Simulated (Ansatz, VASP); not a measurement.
## CuI in VASP and in Ansatz

The input INCAR:

```
PREC = Accurate
ENCUT = 520
EDIFF = 1E-6
ISMEAR = -1
SIGMA = 0.02
LREAL = F
LASPH = T
NELM = 150
ALGO = Normal
ISIF = 2
LWAVE = F
LCHARG = T
MAGMOM = 0 0 0 0 0 0
LORBIT = 11
LSORBIT = T
GGA_COMPAT = F
LORBMOM = T
LMAXMIX = 4
GGA = PE
LVHAR = T
NBANDS = 30
```

Contents of KPOINTS:

```
Automatic mesh
0
Gamma
  8 8 8
```

File POSCAR:

```
CuI
1.0
    3.6613896848      0.0000000000      0.0000000000
    0.0000000000      3.6613896848      0.0000000000
    0.0000000000      0.0000000000      3.6613896848
Cu I
1 1
Direct
    0.0000000000      0.0000000000      0.0000000000
    0.5000000000      0.5000000000      0.5000000000
```

Input for Ansatz:

```yaml
crystal:
  lattice:
    - [3.6613896848, 0.0, 0.0]
    - [0.0, 3.6613896848, 0.0]
    - [0.0, 0.0, 3.6613896848]
  atoms:
    - { symbol: Cu, position: [0.0, 0.0, 0.0] }
    - { symbol: I, position: [0.5, 0.5, 0.5] }
kpoints:
  mp_grid: { grid: [8, 8, 8] }
  band_path:
    path:
      - [0.0, 0.0, 0.0]
      - [0.0, 0.5, 0.0]
      - [0.5, 0.5, 0.0]
      - [0.5, 0.5, 0.5]
      - [0.45, 0.45, 0.0]
    npoints: 1
hamiltonian:
  xc: pbe
scf:
  occupations: { method: fermi_dirac, width: 0.02 }
  n_extra_bands: 8
magnetization:
  noncollinear: true
  spin_orbit: true
output:
  forces: true
  stress: true
  eigenvalues: true
```

Alike in both runs: task single point; functional PBE; k mesh 8 × 8 × 8; occupations fermi-dirac, width 0.02 eV; non-collinear spin, spin-orbit coupling.

|  | VASP | Ansatz |
| --- | --- | --- |
| version | VASP 6.6.1 | Ansatz 0.2.0 |
| potentials or method | VASP PAW PBE potentials, release 64 (Cu, I) | plane waves, PAW |
| plane-wave cutoff (eV) | 520 | 420 |
| valence electrons in the cell | 18 | 36 |

|  | VASP | Ansatz | Ansatz less VASP |
| --- | --- | --- | --- |
| pressure (GPa) | -0.2 | -0.2 | -0.01 |
| net moment per atom (μB) | 0.00 | 0.00 | 0.000 |

VASP's potentials hold 18 valence electrons a cell and Ansatz's 36, so a difference there can come from the potentials and not from the codes.
